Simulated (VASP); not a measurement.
Wanted: the native input for a VASP 6.6.1 run.

```
Task                   : single point
Functional             : PBE
Potentials or basis    : VASP PAW PBE potentials, release 64 (Hf_pv, In_d, Si, O)
Cutoff                 : 520 eV
k mesh                 : 4 × 4 × 2
Occupations            : fermi-dirac, width 0.05 eV
Spin                   : no spin polarisation
Dipole correction      : no
Further INCAR settings : ALGO = Normal; EDIFF = 1e-06; NBANDS = 63
```

The structure of HfIn4SiO6 lies in POSCAR:

```
HfIn4SiO6
1.0
    5.3123808861      0.0000000000      0.0000000000
   -2.6561954762      4.6006583655      0.0000000000
    0.0000000000      0.0000000000     10.6289795214
Hf In Si O
1 4 1 6
Direct
    0.6666700000      0.3333300000      0.0000000000
    0.0000000000      0.0000000000      0.3044600000
    0.0000000000      0.0000000000      0.6955400000
    0.3333300000      0.6666700000      0.7891900000
    0.3333300000      0.6666700000      0.2108100000
    0.0000000000      0.0000000000      0.0000000000
    0.9730000000      0.7049600000      0.8997200000
    0.2950400000      0.0270000000      0.1002800000
    0.2950400000      0.2680400000      0.8997200000
    0.7319600000      0.7049600000      0.1002800000
    0.7319600000      0.0270000000      0.8997200000
    0.9730000000      0.2680400000      0.1002800000
```

The input as run:

INCAR

```
SYSTEM = HfIn4SiO6
  PREC = Accurate
  ENCUT = 520
  EDIFF = 1E-6
  ISMEAR = -1
  SIGMA = 0.05
  LREAL = .FALSE.
  LASPH = .TRUE.
  NELM = 80
  ALGO = Normal
  ISIF = 2
  LWAVE = .FALSE.
  LCHARG = .FALSE.
  GGA = PE
  NBANDS = 63
```

KPOINTS

```
regular mesh
0
G
  4 4 2
  0 0 0
```

Potentials or basis: VASP PAW PBE potentials, release 64 (Hf_pv, In_d, Si, O).

The run is started by

```bash
$ cat potpaw_PBE.64/Hf_pv/POTCAR potpaw_PBE.64/In_d/POTCAR potpaw_PBE.64/Si/POTCAR potpaw_PBE.64/O/POTCAR > POTCAR
$ mpirun -np 1 vasp_std > vasp.out
```

It gave:

```json
{
  "Pressure": "-1.9 GPa",
  "Largest force": "0.263 eV/Å",
  "Band gap on the k mesh": "0.44 eV (least direct gap 1.74 eV)"
}
```

Caveat: spin-orbit coupling is left out, which moves the levels of the heavy elements.

It took 2.9 min on 1 thread of Intel(R) Xeon(R) 6975P-C (Granite Rapids), on a shared host, peak memory 0.47 GiB.
